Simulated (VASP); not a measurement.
Input of a VASP 6.6.1 run:

Contents of INCAR:

```
ALGO = Normal
EDIFF = 1E-7
ENCUT = 520
GGA = PS
ISIF = 2
ISMEAR = -1
LASPH = True
LCHARG = True
LELF = True
LREAL = False
LVHAR = True
LWAVE = False
NBANDS = 13
NELM = 100
PREC = Accurate
SIGMA = 0.05
```

The input KPOINTS:

```
k-points
0
Gamma
  11 11 10
```

POSCAR

```
Ge
1.0
    1.3992514067     -2.4614097342      0.0000000000
    1.3992514067      2.4614097342      0.0000000000
    0.0000000000      0.0000000000      2.6709107331
Ge
1
Direct
    0.5000000000      0.5000000000      0.0000000000
```

Potentials or basis: VASP PAW PBE potentials, release 64 (Ge_d).

Launch:

```bash
$ cat potpaw_PBE.64/Ge_d/POTCAR > POTCAR
$ mpirun -np 1 vasp_std > vasp.out
```

(1) What does it give for the band gap on the k mesh?

(2) Predict the pressure.

Answers

(1) zero (band 7 reaches 13.54 eV, above the bottom of band 8 at 4.28 eV).

(2) -0.1 GPa.

Caveat: the PAW data sets were made with another functional, which shifts forces and pressure a little.
